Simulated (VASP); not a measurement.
# WC (sol) (P-6m2) in VASP: a series of runs

WC (sol) is run at these levels: PBEsol; tasks: relaxation of cell and atoms, single point.

Program: VASP 6.6.1. These are calculated values, not measurements. Logs are shortened: lines on timing, memory, paths and dates and some standing lists are left out, and cuts for length are marked.

### Step 1. The cell of the first run

Symmetry: P-6m2, No. 187, hexagonal system. The conventional cell has a = 2.899 Å, b = 2.899 Å, c = 2.828 Å, α = 90.00°, β = 90.00°, γ = 120.00°. W (site symmetry -6m2) has 6 C at 2.19 Å and 8 W at 2.83 to 2.90 Å within 2.9 Å. Within 2.9 Å of C (site symmetry -6m2) lie 6 W at 2.19 Å and 8 C at 2.83 to 2.90 Å.

### Step 2. Relaxation of cell and atoms, PBEsol

INCAR reads:

```
ALGO = Normal
EDIFF = 1E-6
EDIFFG = -0.001
ENCUT = 600
GGA = PS
IBRION = 2
ISIF = 3
ISMEAR = -1
LASPH = T
LCHARG = F
LREAL = F
LWAVE = F
NELM = 100
NSW = 80
PREC = Accurate
SIGMA = 0.15
```

KPOINTS reads:

```
k-points
0
Gamma
  18 18 14
```

POSCAR reads:

```
WC
1.0
    2.8985811345      0.0000000000      0.0000000000
   -1.4492905672      2.5102448974      0.0000000000
    0.0000000000      0.0000000000      2.8280347686
W C
1 1
Direct
    0.0000000000      0.0000000000      0.0000000000
    0.6666666667      0.3333333333      0.5000000000
```

Potentials or basis: VASP PAW PBE potentials, release 64 (W_sv, C).

On the command line:

```
$ cat potpaw_PBE.64/W_sv/POTCAR potpaw_PBE.64/C/POTCAR > POTCAR
$ mpirun -np 1 vasp_std > vasp.out
```

OUTCAR:

```text
EDIFF = 1E-6
   EDIFFG = -0.001
   ENCUT = 600
   GGA = PS
   IBRION = 2
   ISIF = 3
   ISMEAR = -1
   LASPH = T
   LREAL = F
   NELM = 100
   NSW = 80
   PREC = Accurate

 ion  position               nearest neighbor table
   1  0.000  0.000  0.000-   2 2.19   2 2.19   2 2.19   2 2.19   2 2.19   2 2.19
   2  0.667  0.333  0.500-   1 2.19   1 2.19   1 2.19   1 2.19   1 2.19   1 2.19

  LATTYP: Found a hexagonal cell.
 ALAT       =     2.8985811345
 C/A-ratio  =     0.9756617591

  Lattice vectors:

 A1 = (   2.8985811345,   0.0000000000,   0.0000000000)
 A2 = (  -1.4492905672,   2.5102448974,   0.0000000000)
 A3 = (   0.0000000000,   0.0000000000,   2.8280347686)

Analysis of symmetry for initial positions (statically):
=====================================================================
 Subroutine PRICEL returns:
 Original cell was already a primitive cell.

 Routine SETGRP: Setting up the symmetry group for a
 hexagonal supercell.

 Subroutine GETGRP returns: Found 12 space group operations
 (whereof 12 operations were pure point group operations)
 out of a pool of 24 trial point group operations.

The static configuration has the point symmetry D_3h.

Analysis of symmetry for dynamics (positions and initial velocities):
=====================================================================
 Subroutine PRICEL returns:
 Original cell was already a primitive cell.

 Routine SETGRP: Setting up the symmetry group for a
 hexagonal supercell.

 Subroutine GETGRP returns: Found 12 space group operations
 (whereof 12 operations were pure point group operations)
 out of a pool of 24 trial point group operations.

The dynamic configuration has the point symmetry D_3h.

 Subroutine INISYM returns: Found 12 space group operations
 (whereof 12 operations are pure point group operations),
 and found     1 'primitive' translations

----------------------------------------------------------------------------------------

                                     Primitive cell

  volume of cell :      20.5772

  direct lattice vectors                    reciprocal lattice vectors
     2.898581135  0.000000000  0.000000000     0.344996381  0.199183753  0.000000000
    -1.449290567  2.510244897  0.000000000     0.000000000  0.398367506  0.000000000
     0.000000000  0.000000000  2.828034769     0.000000000  0.000000000  0.353602442

  length of vectors
     2.898581135  2.898581134  2.828034769     0.398367506  0.398367506  0.353602442

  position of ions in fractional coordinates (direct lattice)
     0.000000000  0.000000000  0.000000000
     0.666666667  0.333333333  0.500000000

  ion indices of the primitive-cell ions
   primitive index   ion index
                 1           1
                 2           2

----------------------------------------------------------------------------------------

 KPOINTS: k-points

Automatic generation of k-mesh.
 Grid dimensions read from file:
 generate k-points for:   18   18   14

 Generating k-lattice:

  Cartesian coordinates                     Fractional coordinates (reciprocal lattice)
     0.019166466  0.011065764  0.000000000     0.055555556  0.000000000  0.000000000
     0.000000000  0.022131528  0.000000000     0.000000000  0.055555556  0.000000000
     0.000000000  0.000000000  0.025257317     0.000000000  0.000000000  0.071428571

  Length of vectors
     0.022131528  0.022131528  0.025257317

  Shift w.r.t. Gamma in fractional coordinates (k-lattice)
     0.000000000  0.000000000  0.000000000

 Subroutine IBZKPT returns following result:
 ===========================================

 Found    296 irreducible k-points:

 Following reciprocal coordinates:
            Coordinates               Weight
  0.000000  0.000000  0.000000      1.000000
  0.055556 -0.000000  0.000000      6.000000
  0.111111 -0.000000  0.000000      6.000000
  0.166667 -0.000000  0.000000      6.000000
  0.222222 -0.000000  0.000000      6.000000
  0.277778 -0.000000  0.000000      6.000000
[... 16 lines left out ...]
  0.333333  0.111111  0.000000     12.000000
  0.388889  0.111111  0.000000     12.000000
 [... further k-points ...]
   k-points           NKPTS =    296   k-points in BZ     NKDIM =    296   number of bands    NBANDS=     13
   number of dos      NEDOS =    301   number of ions     NIONS =      2
   total plane-waves  NPLWV =  13824
   dimension x,y,z NGX =    24 NGY =   24 NGZ =   24
   dimension x,y,z NGXF=    48 NGYF=   48 NGZF=   48
   ions per type =               1   1
   NGX,Y,Z   is equivalent  to a cutoff of  13.77, 13.77, 14.11 a.u.
   NGXF,Y,Z  is equivalent  to a cutoff of  27.53, 27.53, 28.22 a.u.
 SYSTEM =  unknown system
   PREC   = accura    normal or accurate (medium, high low for compatibility)
   ISTART =      0    job   : 0-new  1-cont  2-samecut
   ICHARG =      2    charge: 1-file 2-atom 10-const
   ISPIN  =      1    spin polarized calculation?
   LNONCOLLINEAR =      F non collinear calculations
   LSORBIT =      F    spin-orbit coupling
   LASPH  =      T    aspherical Exc in radial PAW
   ENCUT  =  600.0 eV  44.10 Ry    6.64 a.u.   5.79  5.79  5.65*2*pi/ulx,y,z
   NELM   =    100;   NELMIN=  2; NELMDL= -5     # of ELM steps
   EDIFF  = 0.1E-05   stopping-criterion for ELM
   LREAL  =      F    real-space projection
   EDIFFG = -.1E-02   stopping-criterion for IOM
   NSW    =     80    number of steps for IOM
   IBRION =      2    ionic relax: 0-MD 1-quasi-New 2-CG
   NFREE  =      1    steps in history (QN), initial steepest desc. (CG)
   ISIF   =      3    stress and relaxation
   ISYM   =      2    0-nonsym 1-usesym 2-fastsym
   POTIM  = 0.5000    time-step for ionic-motion
   TEBEG  =    0.0;   TEEND  =   0.0 temperature during run
   PSTRESS=    0.0 pullay stress
   NELECT =      18.0000    total number of electrons
   NUPDOWN=      -1.0000    fix difference up-down
   EMIN   =  10.00;   EMAX   =-10.00  energy-range for DOS
   EFERMI =   0.00;   METHOD = LEGACY
   ISMEAR =    -1;   SIGMA  =   0.15  broadening in eV -4-tet -1-fermi 0-gaus
   EFERMI_NEDOS =   21; number of points for ismear=-14 and -15
   IALGO  =     38    algorithm
   IMIX   =      4    mixing-type and parameters
     AMIX     =   0.40;   BMIX     =  1.00
     AMIX_MAG =   1.60;   BMIX_MAG =  1.00
  volume/ion in A,a.u.               =      10.29        69.43
  Fermi-wavevector in a.u.,A,eV,Ry     =   1.565682  2.958710 33.352781  2.451360
  Thomas-Fermi vector in A             =   2.668122
   LORBIT       =      0    0 simple, 1 ext, 2 COOP (PROOUT), +10 PAW based schemes
   GGA     = PS    functional components
   LHFCALC =     F    Hartree Fock is set to
   AEXX    =    0.0000 exact exchange contribution
   IVDW    =     0    specifies the selected vdW correction
   LEPSILON=     F    determine dielectric tensor
   LRPA    =     F    only Hartree local field effects (RPA)
 conjugate gradient relaxation of ions
 non-spin polarized calculation
  energy-cutoff  :      600.00
  volume of cell :       20.58
 maximum number of plane-waves:       702
 NGX is ok and might be reduce to    24
   NGX = 11   NGY = 11   NGZ = 11

--------------------------------------- Ionic step        1  -------------------------------------------

 number of electron      18.0000001 magnetization

 Free energy of the ion-electron system (eV)
  ---------------------------------------------------
  ext. energy  EPLUGINS =         0.00000000
  ---------------------------------------------------
  free energy    TOTEN  =       -23.91175550 eV

  energy without entropy =      -23.88839359  energy(sigma->0) =      -23.90007455

------------------------ aborting loop because EDIFF is reached ----------------------------------------

  FORCE on cell =-STRESS in cart. coord.  units (eV):
  Direction    XX          YY          ZZ          XY          YZ          ZX
  --------------------------------------------------------------------------------------
  -------------------------------------------------------------------------------------
  Total        0.1657240      0.1657240      0.1302976      0.0000000      0.0000000     -0.0000000
  in kB       12.9035653     12.9035653     10.1452023      0.0000000      0.0000000     -0.0000000
  external PRESSURE =      11.9841109 kB  Pullay stress =       0.0000000 kB
[... 89 lines left out ...]
  FREE ENERGIE OF THE ION-ELECTRON SYSTEM (eV)
  ---------------------------------------------------
  free  energy   TOTEN  =       -23.9119835384 eV

  energy  without entropy=      -23.8885425272  energy(sigma->0) =      -23.90026303

[... ionic steps 4 to 14 ...]

--------------------------------------- Ionic step       15  -------------------------------------------

 number of electron      18.0000001 magnetization

------------------------ aborting loop because EDIFF is reached ----------------------------------------

  FORCE on cell =-STRESS in cart. coord.  units (eV):
  Direction    XX          YY          ZZ          XY          YZ          ZX
  --------------------------------------------------------------------------------------
  -------------------------------------------------------------------------------------
  Total        0.0039591      0.0039591     -0.0047460      0.0000000     -0.0000000      0.0000000
  in kB        0.3073647      0.3073647     -0.3684580      0.0000000     -0.0000000      0.0000000
  external PRESSURE =       0.0820905 kB  Pullay stress =       0.0000000 kB
[... 57 lines left out ...]
  energy  without entropy=      -23.8885269993  energy(sigma->0) =      -23.90025757

--------------------------------------- Ionic step       17  -------------------------------------------

 number of electron      18.0000001 magnetization

 Free energy of the ion-electron system (eV)
  ---------------------------------------------------
  ext. energy  EPLUGINS =         0.00000000
  ---------------------------------------------------
  free energy    TOTEN  =       -23.91198854 eV

  energy without entropy =      -23.88851414  energy(sigma->0) =      -23.90025134

 E-fermi :  11.0499     XC(G=0): -13.9577

 val. band max:       11.0441804612   @ k =   0.4444   0.0556   0.4286
 cond. band min:      11.1126740416   @ k =   0.0000   0.0000   0.0714
 fundamental gap:      0.0684935804
 Fermi energy:        11.0499222234

 k-point     1 :       0.0000    0.0000    0.0000
  band No.  band energies     occupation
      1     -62.9081      2.00000
      2     -26.8952      2.00000
      3     -26.7902      2.00000
      4     -26.7902      2.00000
      5      -3.4615      2.00000
      6       6.6507      2.00000
      7       7.6517      2.00000
      8       7.6517      2.00000
      9      11.1362      0.72002
     10      14.2661      0.00000
     11      14.2661      0.00000
     12      16.6993      0.00000
     13      16.6993      0.00000
[... 353 lines left out ...]
 k-point    24 :       0.3889    0.1111    0.0000
  band No.  band energies     occupation
      1     -62.8481      2.00000
      2     -27.5719      2.00000
      3     -27.0419      2.00000
      4     -26.7808      2.00000
      5      -0.0374      2.00000
      6       4.1019      2.00000
      7       7.3636      2.00000
      8       7.4889      2.00000
      9      10.5251      1.94130
     10      12.8409      0.00001
     11      14.6027      0.00000
     12      15.8655      0.00000
     13      18.5992      0.00000

 [... further k-points ...]
[... 5 lines left out ...]
  --------------------------------------------------------------------------------------
  -------------------------------------------------------------------------------------
  Total       -0.0001692     -0.0001692     -0.0007974     -0.0000000      0.0000000     -0.0000000
  in kB       -0.0131326     -0.0131326     -0.0618992     -0.0000000      0.0000000     -0.0000000
  external PRESSURE =      -0.0293881 kB  Pullay stress =       0.0000000 kB
[... 17 lines left out ...]
  FREE ENERGIE OF THE ION-ELECTRON SYSTEM (eV)
  ---------------------------------------------------
  free  energy   TOTEN  =       -23.9119885353 eV

  energy  without entropy=      -23.8885141389  energy(sigma->0) =      -23.90025134

 reached required accuracy - stopping structural energy minimisation
```

Run time: 2.4 min. Hardware: 1 thread of Intel Xeon 6975P-C (Granite Rapids), shared host; peak memory 0.23 GiB.

Results:

| Property | Result |
| --- | --- |
| Free energy | -23.9120 eV |
| Relaxed volume | 10.32 Å³/atom |
| Relaxed cell | a = 2.902 Å, b = 2.902 Å, c = 2.830 Å, α = 90.00°, β = 90.00°, γ = 120.00° |
| Space group after relaxing (to 0.05 Å) | P-6m2 (No. 187) |
| Energy gained by relaxing | 0.1 meV/atom |
| Ionic steps | 17 |
| Pressure after relaxing | 0.0 GPa |
| Band gap on the k mesh | zero (band 9 reaches 11.64 eV, above the bottom of band 10 at 10.41 eV) |

Step by step:
| step | energy change (eV) | largest force (eV/Å) | pressure (GPa) | volume (Å³) |
| --- | --- | --- | --- | --- |
| 1 | 0.0000 | 0.0000 | 1.20 | 20.58 |
| 2 | 0.0015 | 0.0000 | -3.28 | 20.81 |
| 3 | -0.0002 | 0.0000 | -0.01 | 20.64 |
| 4 | -0.0002 | 0.0000 | 0.00 | 20.64 |
| 5 | 0.0002 | 0.0000 | -1.66 | 20.72 |
| 6 | -0.0002 | 0.0000 | -0.08 | 20.64 |
| 7 | -0.0002 | 0.0000 | 0.22 | 20.63 |
| 8 | -0.0002 | 0.0000 | 0.05 | 20.64 |
| 9 | -0.0002 | 0.0000 | 0.05 | 20.64 |
| 10 | -0.0002 | 0.0000 | 0.04 | 20.64 |
| 11 | -0.0002 | 0.0000 | -0.05 | 20.64 |
| 12 | -0.0002 | 0.0000 | -0.06 | 20.64 |
| 13 | -0.0002 | 0.0000 | -0.05 | 20.64 |
| 14 | -0.0002 | 0.0000 | -0.02 | 20.64 |
| 15 | -0.0002 | 0.0000 | 0.01 | 20.64 |
| 16 | -0.0002 | 0.0000 | 0.01 | 20.64 |
| 17 | -0.0002 | 0.0000 | 0.00 | 20.64 |

Final structure:
```
W C
1.0
     2.90212    0.00000    0.00000
    -1.45106    2.51331    0.00000
     0.00000    0.00000    2.82960
W C
1 1
Direct
  0.00000 0.00000 0.00000
  0.66667 0.33333 0.50000
```

Caveat: the PAW data sets were made with another functional, which shifts forces and pressure a little; spin-orbit coupling is left out, which moves the levels of the heavy elements.

### Step 3. Single point, PBEsol

This run uses another cell than the first one, of 10.16 Å³/atom, 0.987 times its volume.

INCAR reads:

```
PREC     = Accurate       # precision mode
ENCUT    = 910            # plane-wave cutoff, eV
EDIFF    = 1E-6           # SCF threshold, eV
ISMEAR   = 0              # smearing method
SIGMA    = 0.1            # smearing width, eV
LREAL    = F              # projectors in reciprocal space
LASPH    = T              # aspherical terms in the spheres
NELM     = 120            # most SCF steps
ALGO     = Normal         # electronic algorithm
ISIF     = 2              # what is computed and relaxed
LWAVE    = F              # write WAVECAR
LCHARG   = F              # write CHGCAR
GGA      = PS             # functional
NBANDS   = 16             # bands
GGA_COMPAT= F
```

KPOINTS reads:

```
regular mesh
0
Gamma
  9 9 6
```

POSCAR reads:

```
WC
1.0
    2.8820700000      0.0000000000      0.0000000000
   -1.4410350000      2.4959458400      0.0000000000
    0.0000000000      0.0000000000      2.8238700000
W C
1 1
Direct
    0.0000000000      0.0000000000      0.0000000000
    0.6666666700      0.3333333300      0.5000000000
```

Potentials or basis: VASP PAW PBE potentials, release 64 (W_sv, C_h).

On the command line:

```
$ cat potpaw_PBE.64/W_sv/POTCAR potpaw_PBE.64/C_h/POTCAR > POTCAR
$ mpirun -np 1 vasp_std > vasp.out
```

It used 40 s of CPU time on 1 thread of AMD EPYC 7R13 Processor (Zen 3) (shared host).

Results (log left out):

```
Free energy            : -23.8919 eV
Pressure               : 6.6 GPa
Band gap on the k mesh : zero (band 9 reaches 12.14 eV, above the bottom of band 10 at 10.96 eV)
```

Stress tensor (GPa, compression positive):
```
7.90 0.00 0.00
0.00 7.90 0.00
0.00 0.00 3.96
```

Levels at points of the mesh, in eV from the Fermi level:
| k point | band 6 | band 7 | band 8 | band 9 | band 10 | band 11 | band 12 | band 13 |
| --- | --- | --- | --- | --- | --- | --- | --- | --- |
| (0.00, 0.00, 0.00) | -4.50 | -3.42 | -3.42 | 0.04 | 3.28 | 3.28 | 5.72 | 5.72 |
| (0.00, 0.00, 0.50) | -8.85 | -2.07 | -2.07 | -0.65 | -0.65 | 3.67 | 4.57 | 4.57 |

Caveat: the k points lie up to 0.37 Å⁻¹ apart; the cutoff is under 1.25 times the usual one of these potentials, so pressure, stress and relaxed cells hold a basis-set (Pulay) error; the PAW data sets were made with another functional, which shifts forces and pressure a little; spin-orbit coupling is left out, which moves the levels of the heavy elements.
